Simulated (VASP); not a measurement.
# SiC (P6_3mc) in VASP: a series of runs, part 2 of 2

VASP 6.6.1. Earlier steps stand in the parts before.

## Step 3: Relaxation of cell and atoms, PBE

This run uses another cell than the first one, of 10.31 Å³/atom, 0.982 times its volume.

The input, INCAR:

```
  ALGO = Normal
  EDIFF = 1E-6
  EDIFFG = -0.001
  ENCUT = 600
  GGA = PE
  IBRION = 2
  ISIF = 3
  ISMEAR = 0
  LASPH = T
  LCHARG = F
  LREAL = F
  LWAVE = F
  NELM = 80
  NSW = 80
  PREC = Accurate
  SIGMA = 0.01
```

The input, KPOINTS:

```
k-points
0
Gamma
  10 10 3
```

The input, POSCAR:

```
SiC
1.0
    3.0756941497      0.0000000000      0.0000000000
   -1.5378470748      2.6636292679      0.0000000000
    0.0000000000      0.0000000000     10.0706464800
Si C
4 4
Direct
    0.6666666700      0.3333333300      0.9378419800
    0.3333333300      0.6666666700      0.4378419800
    0.0000000000      0.0000000000      0.6878943800
    0.0000000000      0.0000000000      0.1878943800
    0.6666666700      0.3333333300      0.7498025900
    0.3333333300      0.6666666700      0.2498025900
    0.0000000000      0.0000000000      0.5004600500
    0.0000000000      0.0000000000      0.0004600500
```

Potentials or basis: VASP PAW PBE potentials, release 64 (Si, C).

On the command line:

```bash
> cat potpaw_PBE.64/Si/POTCAR potpaw_PBE.64/C/POTCAR > POTCAR
> mpirun -np 1 vasp_std > vasp.out
```

OUTCAR:

```text
EDIFF = 1E-6
   EDIFFG = -0.001
   ENCUT = 600
   GGA = PE
   IBRION = 2
   ISIF = 3
   ISMEAR = 0
   LASPH = T
   LREAL = F
   NELM = 80
   NSW = 80
   PREC = Accurate

 ion  position               nearest neighbor table
   1  0.667  0.333  0.938-   8 1.88   8 1.88   8 1.88   5 1.89   3 3.08   3 3.08   3 3.08   4 3.08
                             4 3.08   4 3.08
   2  0.333  0.667  0.438-   7 1.88   7 1.88   7 1.88   6 1.89   4 3.08   4 3.08   4 3.08   3 3.08
                             3 3.08   3 3.08
   3  0.000  0.000  0.688-   5 1.88   5 1.88   5 1.88   7 1.89   1 3.08   1 3.08   1 3.08   2 3.08
                             2 3.08   2 3.08
   4  0.000  0.000  0.188-   6 1.88   6 1.88   6 1.88   8 1.89   2 3.08   2 3.08   2 3.08   1 3.08
                             1 3.08   1 3.08
   5  0.667  0.333  0.750-   3 1.88   3 1.88   3 1.88   1 1.89
   6  0.333  0.667  0.250-   4 1.88   4 1.88   4 1.88   2 1.89
   7  0.000  0.000  0.500-   2 1.88   2 1.88   2 1.88   3 1.89
   8  0.000  0.000  0.000-   1 1.88   1 1.88   1 1.88   4 1.89

  LATTYP: Found a hexagonal cell.
 ALAT       =     3.0756941497
 C/A-ratio  =     3.2742678530

  Lattice vectors:

 A1 = (   3.0756941497,   0.0000000000,   0.0000000000)
 A2 = (  -1.5378470748,   2.6636292679,   0.0000000000)
 A3 = (   0.0000000000,   0.0000000000,  10.0706464800)

Analysis of symmetry for initial positions (statically):
=====================================================================
 Subroutine PRICEL returns:
 Original cell was already a primitive cell.

 Routine SETGRP: Setting up the symmetry group for a
 hexagonal supercell.

 Subroutine GETGRP returns: Found 12 space group operations
 (whereof  6 operations were pure point group operations)
 out of a pool of 24 trial point group operations.

The static configuration has the point symmetry C_3v.
 The point group associated with its full space group is C_6v.

Analysis of symmetry for dynamics (positions and initial velocities):
=====================================================================
 Subroutine PRICEL returns:
 Original cell was already a primitive cell.

 Routine SETGRP: Setting up the symmetry group for a
 hexagonal supercell.

 Subroutine GETGRP returns: Found 12 space group operations
 (whereof  6 operations were pure point group operations)
 out of a pool of 24 trial point group operations.

The dynamic configuration has the point symmetry C_3v.
 The point group associated with its full space group is C_6v.

 Subroutine INISYM returns: Found 12 space group operations
 (whereof  6 operations are pure point group operations),
 and found     1 'primitive' translations

----------------------------------------------------------------------------------------

                                     Primitive cell

  volume of cell :      82.5039

  direct lattice vectors                    reciprocal lattice vectors
     3.075694150  0.000000000  0.000000000     0.325129857  0.187713811  0.000000000
    -1.537847075  2.663629268  0.000000000     0.000000000  0.375427621  0.000000000
     0.000000000  0.000000000 10.070646480     0.000000000  0.000000000  0.099298491

  length of vectors
     3.075694150  3.075694150 10.070646480     0.375427621  0.375427621  0.099298491

  position of ions in fractional coordinates (direct lattice)
     0.666666670  0.333333330  0.937841980
     0.333333330  0.666666670  0.437841980
     0.000000000  0.000000000  0.687894380
[... 68 lines left out ...]
  0.400000  0.100000  0.333333     24.000000
 [... further k-points ...]
   k-points           NKPTS =     28   k-points in BZ     NKDIM =     28   number of bands    NBANDS=     21
   number of dos      NEDOS =    301   number of ions     NIONS =      8
   total plane-waves  NPLWV =  62720
   dimension x,y,z NGX =    28 NGY =   28 NGZ =   80
   dimension x,y,z NGXF=    56 NGYF=   56 NGZF=  160
   ions per type =               4   4
   NGX,Y,Z   is equivalent  to a cutoff of  15.13, 15.13, 13.21 a.u.
   NGXF,Y,Z  is equivalent  to a cutoff of  30.27, 30.27, 26.41 a.u.
 SYSTEM =  unknown system
   PREC   = accura    normal or accurate (medium, high low for compatibility)
   ISTART =      0    job   : 0-new  1-cont  2-samecut
   ICHARG =      2    charge: 1-file 2-atom 10-const
   ISPIN  =      1    spin polarized calculation?
   LNONCOLLINEAR =      F non collinear calculations
   LSORBIT =      F    spin-orbit coupling
   LASPH  =      T    aspherical Exc in radial PAW
   ENCUT  =  600.0 eV  44.10 Ry    6.64 a.u.   6.14  6.14 20.11*2*pi/ulx,y,z
   NELM   =     80;   NELMIN=  2; NELMDL= -5     # of ELM steps
   EDIFF  = 0.1E-05   stopping-criterion for ELM
   LREAL  =      F    real-space projection
   EDIFFG = -.1E-02   stopping-criterion for IOM
   NSW    =     80    number of steps for IOM
   IBRION =      2    ionic relax: 0-MD 1-quasi-New 2-CG
   NFREE  =      1    steps in history (QN), initial steepest desc. (CG)
   ISIF   =      3    stress and relaxation
   ISYM   =      2    0-nonsym 1-usesym 2-fastsym
   POTIM  = 0.5000    time-step for ionic-motion
   TEBEG  =    0.0;   TEEND  =   0.0 temperature during run
   PSTRESS=    0.0 pullay stress
   NELECT =      32.0000    total number of electrons
   NUPDOWN=      -1.0000    fix difference up-down
   EMIN   =  10.00;   EMAX   =-10.00  energy-range for DOS
   EFERMI =   0.00;   METHOD = LEGACY
   ISMEAR =     0;   SIGMA  =   0.01  broadening in eV -4-tet -1-fermi 0-gaus
   EFERMI_NEDOS =   21; number of points for ismear=-14 and -15
   IALGO  =     38    algorithm
   IMIX   =      4    mixing-type and parameters
     AMIX     =   0.40;   BMIX     =  1.00
     AMIX_MAG =   1.60;   BMIX_MAG =  1.00
  volume/ion in A,a.u.               =      10.31        69.60
  Fermi-wavevector in a.u.,A,eV,Ry     =   1.193897  2.256138 19.393597  1.425389
  Thomas-Fermi vector in A             =   2.329900
   LORBIT       =      0    0 simple, 1 ext, 2 COOP (PROOUT), +10 PAW based schemes
   GGA     = PE    functional components
   LHFCALC =     F    Hartree Fock is set to
   AEXX    =    0.0000 exact exchange contribution
   IVDW    =     0    specifies the selected vdW correction
   LEPSILON=     F    determine dielectric tensor
   LRPA    =     F    only Hartree local field effects (RPA)
 conjugate gradient relaxation of ions
 non-spin polarized calculation
 Gauss-broadening in eV      SIGMA  =   0.01
  energy-cutoff  :      600.00
  volume of cell :       82.50
 maximum number of plane-waves:      2776
 NGX is ok and might be reduce to    28
   NGX = 13   NGY = 13   NGZ = 41

--------------------------------------- Ionic step        1  -------------------------------------------

 number of electron      32.0000001 magnetization

 Free energy of the ion-electron system (eV)
  ---------------------------------------------------
  ext. energy  EPLUGINS =         0.00000000
  ---------------------------------------------------
  free energy    TOTEN  =       -60.23672862 eV

  energy without entropy =      -60.23672862  energy(sigma->0) =      -60.23672862

------------------------ aborting loop because EDIFF is reached ----------------------------------------

  FORCE on cell =-STRESS in cart. coord.  units (eV):
  Direction    XX          YY          ZZ          XY          YZ          ZX
  --------------------------------------------------------------------------------------
  -------------------------------------------------------------------------------------
  Total        1.9394005      1.9394005      1.8710695      0.0000000      0.0000000      0.0000000
  in kB       37.6620378     37.6620378     36.3350893      0.0000000      0.0000000      0.0000000
  external PRESSURE =      37.2197216 kB  Pullay stress =       0.0000000 kB
[... 323 lines left out ...]
--------------------------------------- Ionic step        9  -------------------------------------------

 number of electron      32.0000001 magnetization

 Free energy of the ion-electron system (eV)
  ---------------------------------------------------
  ext. energy  EPLUGINS =         0.00000000
  ---------------------------------------------------
  free energy    TOTEN  =       -60.25281638 eV

  energy without entropy =      -60.25281638  energy(sigma->0) =      -60.25281638

 E-fermi :   8.0846     XC(G=0): -11.2932

 val. band max:        8.0194257742   @ k =   0.0000   0.0000   0.0000
 cond. band min:      10.2428035853   @ k =   0.5000   0.0000   0.0000
 fundamental gap:      2.2233778110
 Fermi energy:         8.0845767037

 k-point     1 :       0.0000    0.0000    0.0000
  band No.  band energies     occupation
      1      -7.3524      2.00000
      2      -6.1886      2.00000
      3      -6.1525      2.00000
      4      -3.8374      2.00000
      5      -0.5125      2.00000
      6       3.6655      2.00000
[... 565 lines left out ...]
     20      12.8753      0.00000
     21      13.9769      0.00000

 [... further k-points ...]
[... 5 lines left out ...]
  --------------------------------------------------------------------------------------
  -------------------------------------------------------------------------------------
  Total       -0.0061890     -0.0061890      0.0021716     -0.0000000      0.0000000     -0.0000000
  in kB       -0.1181668     -0.1181668      0.0414628     -0.0000000      0.0000000     -0.0000000
  external PRESSURE =      -0.0649569 kB  Pullay stress =       0.0000000 kB
[... 23 lines left out ...]
  FREE ENERGIE OF THE ION-ELECTRON SYSTEM (eV)
  ---------------------------------------------------
  free  energy   TOTEN  =       -60.2528163788 eV

  energy  without entropy=      -60.2528163788  energy(sigma->0) =      -60.25281638

 reached required accuracy - stopping structural energy minimisation
```

It took 5.3 min on 1 thread of Intel Xeon 8259CL, shared host; peak memory 0.26 GiB.

Results:

| Item | Value |
| --- | --- |
| Free energy | -60.2528 eV |
| Relaxed volume | 10.49 Å³/atom |
| Relaxed cell | a = 3.093 Å, b = 3.093 Å, c = 10.126 Å, α = 90.00°, β = 90.00°, γ = 120.00° |
| Space group after relaxing (to 0.05 Å) | P6_3mc (No. 186) |
| Energy gained by relaxing | 2.0 meV/atom |
| Ionic steps | 9 |
| Pressure after relaxing | 0.0 GPa |
| Band gap on the k mesh | 2.22 eV, indirect (least direct gap 3.34 eV) |

Step by step:
```
step  energy change (eV)  largest force (eV/Å)  pressure (GPa)  volume (Å³)
   1              0.0000                0.0054            3.72        82.50
   2              0.0009                0.0172           -3.60        85.40
   3             -0.0161                0.0065            0.00        83.91
   4             -0.0161                0.0063            0.07        83.89
   5             -0.0161                0.0043            0.07        83.89
   6             -0.0161                0.0009            0.07        83.89
   7             -0.0161                0.0003            0.04        83.90
   8             -0.0161                0.0008           -0.02        83.92
   9             -0.0161                0.0005           -0.01        83.91
```

Final structure:
```
Si C
1.0
     3.09330    0.00000    0.00000
    -1.54665    2.67888    0.00000
     0.00000    0.00000   10.12647
Si C
4 4
Direct
  0.66667 0.33333 0.93785
  0.33333 0.66667 0.43785
  0.00000 0.00000 0.68790
  0.00000 0.00000 0.18790
  0.66667 0.33333 0.74981
  0.33333 0.66667 0.24981
  0.00000 0.00000 0.50045
  0.00000 0.00000 0.00045
```

A k mesh can miss the band edges. Expect the measured gap to be larger: semilocal functionals such as PBE lack the derivative discontinuity.
